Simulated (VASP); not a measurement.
# BN (Fmm2) in VASP: settings compared

The runs below take BN through dielectric tensor, elastic constants, electric field gradients, with PBEsol, PBE.

All numbers are computed with VASP 6.6.1; they aren't measurements. Logs are shortened: lines on timing, memory, paths and dates and some standing lists are left out, and cuts for length are marked.

## (1) The cell of the first run

It takes space group Fmm2 (No. 42, orthorhombic). The conventional cell has a = 2.503 Å, b = 6.991 Å, c = 4.332 Å, α = 90.00°, β = 90.00°, γ = 90.00°. Within 1.9 Å of N (site symmetry mm2) lie 3 B at 1.44 Å. B (site symmetry mm2) has 3 N at 1.44 Å within 1.9 Å.

## (2) Dielectric tensor, PBEsol

Contents of INCAR:

```
PREC     = Accurate       # precision mode
ENCUT    = 520            # plane-wave cutoff, eV
EDIFF    = 1E-8           # SCF threshold, eV
ISMEAR   = 0              # smearing method
SIGMA    = 0.01           # smearing width, eV
LREAL    = F              # projectors in reciprocal space
LASPH    = T              # aspherical terms in the spheres
NELM     = 100            # most SCF steps
ALGO     = Normal         # electronic algorithm
ISIF     = 2              # what is computed and relaxed
LWAVE    = F              # write WAVECAR
LCHARG   = F              # write CHGCAR
GGA      = PS             # functional
LEPSILON = T              # dielectric tensor by DFPT
```

Contents of KPOINTS:

```
regular mesh
0
Gamma
  13 13 13
```

Contents of POSCAR:

```
BN
1.0
    0.0000000000      3.4953158300      2.1660912400
    1.2516321000      0.0000000000      2.1660912400
    1.2516321000      3.4953158300      0.0000000000
N B
1 1
Direct
    0.6666513400      0.6666513400      0.3333486600
    0.0000486500      0.0000486500      0.9999513500
```

Potentials or basis: VASP PAW PBE potentials, release 64 (N, B).

The run is started by

```console
> cat potpaw_PBE.64/N/POTCAR potpaw_PBE.64/B/POTCAR > POTCAR
> mpirun -np 1 vasp_std > vasp.out
```

OUTCAR:

```text
PREC = Accurate
   ENCUT = 520
   EDIFF = 1E-8
   ISMEAR = 0
   LREAL = F
   LASPH = T
   NELM = 100
   ISIF = 2
   GGA = PS
   LEPSILON = T

 ion  position               nearest neighbor table
   1  0.667  0.667  0.333-   2 1.44   2 1.44   2 1.44
   2  0.000  0.000  1.000-   1 1.44   1 1.44   1 1.44

  LATTYP: Found a face centered orthorhombic cell.
 ALAT       =     2.5032642000
 B/A-ratio  =     1.7306133647
 C/A-ratio  =     2.7926064137

  Lattice vectors:

 A1 = (   0.0000000000,   3.4953158300,   2.1660912400)
 A2 = (  -1.2516321000,   3.4953158300,   0.0000000000)
 A3 = (  -1.2516321000,   0.0000000000,   2.1660912400)

Analysis of symmetry for initial positions (statically):
=====================================================================
 Subroutine PRICEL returns:
 Original cell was already a primitive cell.

 Routine SETGRP: Setting up the symmetry group for a
 face centered orthorhombic supercell.

 Subroutine GETGRP returns: Found  4 space group operations
 (whereof  4 operations were pure point group operations)
 out of a pool of  8 trial point group operations.

The static configuration has the point symmetry C_2v.

Analysis of symmetry for dynamics (positions and initial velocities):
=====================================================================
 Subroutine PRICEL returns:
 Original cell was already a primitive cell.

 Routine SETGRP: Setting up the symmetry group for a
 face centered orthorhombic supercell.

 Subroutine GETGRP returns: Found  4 space group operations
 (whereof  4 operations were pure point group operations)
 out of a pool of  8 trial point group operations.

The dynamic configuration has the point symmetry C_2v.

 Subroutine INISYM returns: Found  4 space group operations
 (whereof  4 operations are pure point group operations),
 and found     1 'primitive' translations

----------------------------------------------------------------------------------------

                                     Primitive cell

  volume of cell :      18.9526

  direct lattice vectors                    reciprocal lattice vectors
     0.000000000  3.495315830  2.166091240    -0.399478409  0.143048590  0.230830535
     1.251632100  0.000000000  2.166091240     0.399478409 -0.143048590  0.230830535
     1.251632100  3.495315830  0.000000000     0.399478409  0.143048590 -0.230830535

  length of vectors
     4.112077822  2.501706252  3.712656147     0.483041027  0.483041027  0.483041027

  position of ions in fractional coordinates (direct lattice)
     0.666651340  0.666651340  0.333348660
     0.000048650  0.000048650  0.999951350

  ion indices of the primitive-cell ions
   primitive index   ion index
                 1           1
                 2           2

----------------------------------------------------------------------------------------

 KPOINTS: regular mesh

Automatic generation of k-mesh.
 Grid dimensions read from file:
 generate k-points for:   13   13   13

 Generating k-lattice:

  Cartesian coordinates                     Fractional coordinates (reciprocal lattice)
    -0.030729108  0.011003738  0.017756195     0.076923077  0.000000000  0.000000000
     0.030729108 -0.011003738  0.017756195     0.000000000  0.076923077  0.000000000
     0.030729108  0.011003738 -0.017756195    -0.000000000 -0.000000000  0.076923077

  Length of vectors
     0.037157002  0.037157002  0.037157002

  Shift w.r.t. Gamma in fractional coordinates (k-lattice)
     0.000000000  0.000000000  0.000000000

 Subroutine IBZKPT returns following result:
 ===========================================

 Found    343 irreducible k-points:
[... 71 lines left out ...]
   GGA     = PS    functional components
   LHFCALC =     F    Hartree Fock is set to
   AEXX    =    0.0000 exact exchange contribution
   IVDW    =     0    specifies the selected vdW correction
   LEPSILON=     T    determine dielectric tensor
   LRPA    =     F    only Hartree local field effects (RPA)
 non-spin polarized calculation
 Gauss-broadening in eV      SIGMA  =   0.01
  energy-cutoff  :      520.00
  volume of cell :       18.95
 maximum number of plane-waves:       527
   NGX = 15   NGY =  9   NGZ = 13

--------------------------------------- Ionic step        1  -------------------------------------------

 number of electron       8.0000000 magnetization

 E-fermi :   1.9868     XC(G=0):  -9.9639

 val. band max:        1.8976331853   @ k =   0.4615  -0.3846   0.1538
 cond. band min:       5.6885448693   @ k =   0.0000   0.4615   0.4615
 fundamental gap:      3.7909116840
 Fermi energy:         1.9867908143

 k-point     1 :       0.0000    0.0000    0.0000
  band No.  band energies     occupation
      1     -15.9311      2.00000
      2      -2.6123      2.00000
      3       0.5021      2.00000
      4       0.5093      2.00000
      5       6.5680      0.00000
      6      13.3656      0.00000
      7      13.4265      0.00000
      8      14.8409      0.00000
[... 243 lines left out ...]
 k-point    24 :       0.4615    0.1538   -0.0000
  band No.  band energies     occupation
      1     -13.1392      2.00000
      2      -5.8733      2.00000
      3      -3.1975      2.00000
      4       0.5428      2.00000
      5       7.7236      0.00000
      6      12.0096      0.00000
      7      14.4824      0.00000
      8      17.4926      0.00000

 [... further k-points ...]

  FORCE on cell =-STRESS in cart. coord.  units (eV):
  Direction    XX          YY          ZZ          XY          YZ          ZX
  --------------------------------------------------------------------------------------
  -------------------------------------------------------------------------------------
  Total        0.1448891      0.0083852      0.1496937      0.0000000      0.0000000      0.0000000
  in kB       12.2483184      0.7088478     12.6544814      0.0000000      0.0000000      0.0000000
  external PRESSURE =       8.5372159 kB  Pullay stress =       0.0000000 kB

 VOLUME and BASIS-vectors are now :
 -----------------------------------------------------------------------------
  energy-cutoff  :      520.00
  volume of cell :       18.95
      direct lattice vectors                 reciprocal lattice vectors
     0.000000000  3.495315830  2.166091240    -0.399478409  0.143048590  0.230830535
     1.251632100  0.000000000  2.166091240     0.399478409 -0.143048590  0.230830535
     1.251632100  3.495315830  0.000000000     0.399478409  0.143048590 -0.230830535

 POSITION                                       TOTAL-FORCE (eV/Angst)
 -----------------------------------------------------------------------------------
      1.25163      3.49532      2.88806         0.000000      0.000000     -0.010098
      1.25163      3.49532      0.00021         0.000000      0.000000      0.010098
 -----------------------------------------------------------------------------------
    total drift:                                0.000006     -0.000011     -0.000064

  FREE ENERGIE OF THE ION-ELECTRON SYSTEM (eV)
  ---------------------------------------------------
  free  energy   TOTEN  =       -18.2832925982 eV

  energy  without entropy=      -18.2832925982  energy(sigma->0) =      -18.28329260

 HEAD OF MICROSCOPIC STATIC DIELECTRIC TENSOR (INDEPENDENT PARTICLE, excluding Hartree and local field effects)
 ------------------------------------------------------
           4.760634     0.000000     0.000000
           0.000000     2.852113     0.000000
           0.000000     0.000000     4.785057
 ------------------------------------------------------

 Free energy of the ion-electron system (eV)
  ---------------------------------------------------
  ---------------------------------------------------
  free energy    TOTEN  =        -0.20212522 eV

  energy without entropy =       -0.20212522

------------------------ aborting loop because EDIFF is reached ----------------------------------------

--------------------------------------- Ionic step        2  -------------------------------------------

------------------------ aborting loop because EDIFF is reached ----------------------------------------

--------------------------------------- Ionic step        3  -------------------------------------------

 Free energy of the ion-electron system (eV)
  ---------------------------------------------------
  ---------------------------------------------------
  free energy    TOTEN  =        -0.20359791 eV

  energy without entropy =       -0.20359791

------------------------ aborting loop because EDIFF is reached ----------------------------------------

 PIEZOELECTRIC TENSOR FIELD DIRECTION 3  (e Angst)
 -----------------------------------------------------------------------------
    -1.25221  0.00000  0.00000           ( -0.00346  0.00000  0.00000)
     0.00000 -0.02258  0.00000           (  0.00000 -0.00018  0.00000)
     0.00000  0.00000  1.26998           (  0.00000  0.00000  0.00334)

 PIEZOELECTRIC TENSOR FIELD DIRECTION 3  (C/m^2)
 -----------------------------------------------------------------------------
    -1.05857  0.00000  0.00000
     0.00000 -0.01909  0.00000
     0.00000  0.00000  1.07359

 MACROSCOPIC STATIC DIELECTRIC TENSOR (including local field effects in DFT)
 ------------------------------------------------------
           4.648981     0.000000     0.000000
           0.000000     2.488877     0.000000
           0.000000     0.000000     4.671155
 ------------------------------------------------------

 PIEZOELECTRIC TENSOR (including local field effects)  for field in x, y, z        (e  Angst)
          XX          YY          ZZ          XY          YZ          ZX
  --------------------------------------------------------------------------------
  x     0.00000     0.00000     0.00000     0.00000     0.00000    -1.25715
  y     0.00000     0.00000     0.00000     0.00000    -0.04267     0.00000
  z    -1.25221    -0.02258     1.26998     0.00000     0.00000     0.00000

 PIEZOELECTRIC TENSOR (including local field effects)  for field in x, y, z        (C/m^2)
          XX          YY          ZZ          XY          YZ          ZX
  --------------------------------------------------------------------------------
  x     0.00000     0.00000     0.00000     0.00000     0.00000    -1.06274
  y     0.00000     0.00000     0.00000     0.00000    -0.03607     0.00000
  z    -1.05857    -0.01909     1.07359     0.00000     0.00000     0.00000

 BORN EFFECTIVE CHARGES (including local field effects) (in |e|, cummulative output)
 ---------------------------------------------------------------------------------
 ion    1
    1    -2.70205     0.00000     0.00000
    2     0.00000    -0.62494     0.00000
    3     0.00000     0.00000    -2.70152
 ion    2
    1     2.70205     0.00000     0.00000
    2     0.00000     0.62494     0.00000
    3     0.00000     0.00000     2.70152
```

Run time: 4.8 min. Hardware: 1 thread of Intel Xeon Platinum 8375C at 2.90GHz (Ice Lake), shared host; peak memory 0.39 GiB.

Results:

```yaml
Band_gap_on_the_k_mesh: 3.79 eV, indirect (least direct gap 4.59 eV)
Electronic_dielectric_tensor_diagonal: 4.65, 2.49, 4.67
Born_charges_mean_of_the_diagonal: N -2.01; B +2.01 e
```

Electronic dielectric tensor:
```
4.65 0.00 0.00
0.00 2.49 0.00
0.00 0.00 4.67
```

Born effective charge tensors (e):
atom 1, N
```
-2.70  0.00  0.00
 0.00 -0.62  0.00
 0.00  0.00 -2.70
```
atom 2, B
```
2.70 0.00 0.00
0.00 0.62 0.00
0.00 0.00 2.70
```

Caveat: the PAW data sets were made with another functional, which shifts forces and pressure a little.

## (3) Elastic constants, PBEsol

Contents of INCAR:

```
SYSTEM = BN
PREC = Accurate
ENCUT = 600
EDIFF = 1E-8
ISMEAR = 0
SIGMA = 0.01
LREAL = .FALSE.
LASPH = .TRUE.
NELM = 100
ALGO = Normal
ISIF = 3
LWAVE = .FALSE.
LCHARG = .FALSE.
GGA = PS
NBANDS = 11
IBRION = 6
NFREE = 2
POTIM = 0.015
NSW = 1
```

Contents of KPOINTS:

```
regular mesh
0
G
  10 10 10
  0 0 0
```

POSCAR is that of step 2.

Potentials or basis: VASP PAW PBE potentials, release 64 (N, B).

The run is started by

```console
> cat potpaw_PBE.64/N/POTCAR potpaw_PBE.64/B/POTCAR > POTCAR
> mpirun -np 1 vasp_std > vasp.out
```

Wall time 11 min (1 thread of Intel Xeon Platinum 8375C at 2.90GHz (Ice Lake), shared host); peak memory 0.32 GiB.

The run converged. Its results:

- Voigt bulk modulus: 232 GPa
- Highest phonon frequency at Γ, LO-TO splitting left out: 1368 cm⁻¹

Phonon frequencies in cm⁻¹ (negative: imaginary):
```tsv
q point	frequencies
(0.000, 0.000, 0.000)	0 0 0 757 1367 1368
```

Elastic tensor in Voigt notation (GPa, in the Cartesian axes of the cell as first typed):
```
838   3 197   0   0   0
  3  11  -3   0   0   0
197  -3 842   0   0   0
  0   0   0  -2   0   0
  0   0   0   0 321   0
  0   0   0   0   0   5
```

Clamped-ion elastic tensor (GPa):
```
873   2 162   0   0   0
  2  11  -3   0   0   0
162  -3 877   0   0   0
  0   0   0  -2   0   0
  0   0   0   0 356   0
  0   0   0   0   0   5
```

Caveat: the elastic tensor has a negative eigenvalue, so either the cell is unstable as it stands or the mesh is too thin; the PAW data sets were made with another functional, which shifts forces and pressure a little.

(Continued in part 2 of 2.)
